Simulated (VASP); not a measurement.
Sn3Se, 4 atoms in the cell. The structure is cubic, space group Pm-3m (No. 221). Conventional cell: a = 4.699 Å, b = 4.699 Å, c = 4.699 Å, α = 90.00°, β = 90.00°, γ = 90.00°. Within 4.4 Å of Sn (site symmetry 4/mmm) lie 8 Sn at 3.32 Å and 4 Se at 3.32 Å. Within 4.4 Å of Se (site symmetry m-3m) lie 12 Sn at 3.32 Å. 

| Item | Value |
| --- | --- |
| Program | VASP 6.6.1 |
| Task | single point |
| Functional | PBE |
| Potentials or basis | VASP PAW PBE potentials, release 64 (Sn_d, Se) |
| Cutoff | 520 eV |
| k mesh | 5 × 5 × 5 |
| Occupations | methfessel-paxton, width 0.1 eV |
| Spin | no spin polarisation |
| Dipole correction | no |
| Further INCAR settings | ALGO = Normal; EDIFF = 1e-06; NBANDS = 32 |

Potentials or basis: VASP PAW PBE potentials, release 64 (Sn_d, Se).

Launch:

```bash
$ cat potpaw_PBE.64/Sn_d/POTCAR potpaw_PBE.64/Se/POTCAR > POTCAR
$ mpirun -np 1 vasp_std > vasp.out
```

Hardware: 1 thread of Intel Xeon 8259CL, on a shared host.

How long does it take, and how much memory?

Wall time 39 s on 1 thread of Intel Xeon 8259CL (shared host), peak memory 0.21 GiB. Counts: scf iterations 13, k points 10.
